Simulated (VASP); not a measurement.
**Al2SiO: single point with PBE**

Crystal: Al2SiO.

```xyz
4
Lattice="4.8035 0.0000 0.0000 -2.4017 4.1599 0.0000 0.0000 0.0000 3.3592" Properties=species:S:1:pos:R:3 pbc="T T T"
Al    0.0000    2.7733    1.6796
Al    2.4017    1.3866    1.6796
Si    0.0000    0.0000    1.6796
O     0.0000    0.0000    0.0000
```

| Property | Result |
| --- | --- |
| Program | VASP 6.6.1 |
| Task | single point |
| Functional | PBE |
| Potentials or basis | VASP PAW PBE potentials, release 64 (Al, Si, O) |
| Cutoff | 520 eV |
| k mesh | 6 × 6 × 6 |
| Occupations | gaussian, width 0.1 eV |
| Spin | collinear spin, ferromagnetic start |
| Starting moments | [0.0, 0.0, 0.0, 1.0] μB |
| Dipole correction | no |
| Further INCAR settings | ALGO = Normal; EDIFF = 1e-06; NBANDS = 20 |

The pressure is 0.0 GPa, the band gap on the k mesh is zero (filled and empty bands overlap) and the net moment is 0.00 μB per cell. The valence electrons inside the program's atomic spheres are Al 0.76; Si 1.52; O 5.15.

Stress tensor (GPa, compression positive):
```
-0.09  0.00  0.00
 0.00 -0.09  0.00
 0.00  0.00  0.11
```

Levels at points of the mesh, in eV from the Fermi level:
Spin up:
| k point | band 6 | band 7 | band 8 | band 9 | band 10 | band 11 |
| --- | --- | --- | --- | --- | --- | --- |
| (0.00, 0.00, 0.00) | -1.29 | -1.29 | -0.50 | -0.48 | 1.20 | 1.20 |
| (0.50, 0.00, 0.00) | -2.92 | -2.55 | -0.75 | 3.87 | 4.42 | 4.75 |
| (0.00, 0.00, 0.50) | -2.49 | -1.51 | -1.51 | 0.06 | 0.06 | 2.40 |
| (0.50, 0.00, 0.50) | -3.36 | -2.79 | -0.18 | -0.13 | 0.53 | 4.77 |
Spin down:
```tsv
k point	band 4	band 5	band 6	band 7	band 8	band 9	band 10	band 11	band 12	band 13
(0.00, 0.00, 0.00)	-5.84	-5.84	-1.29	-1.29	-0.50	-0.48	1.20	1.20	4.43	7.55
(0.50, 0.00, 0.00)	-6.27	-6.25	-2.92	-2.55	-0.75	3.87	4.42	4.75	4.76	5.09
(0.00, 0.00, 0.50)	-4.56	-4.56	-2.49	-1.51	-1.51	0.06	0.06	2.40	2.88	3.98
(0.50, 0.00, 0.50)	-5.18	-4.65	-3.36	-2.79	-0.18	-0.13	0.53	4.77	5.13	5.34
```

Wall time 110 s on 1 thread of AMD EPYC 7R13 (shared host), peak memory 0.2 GiB.
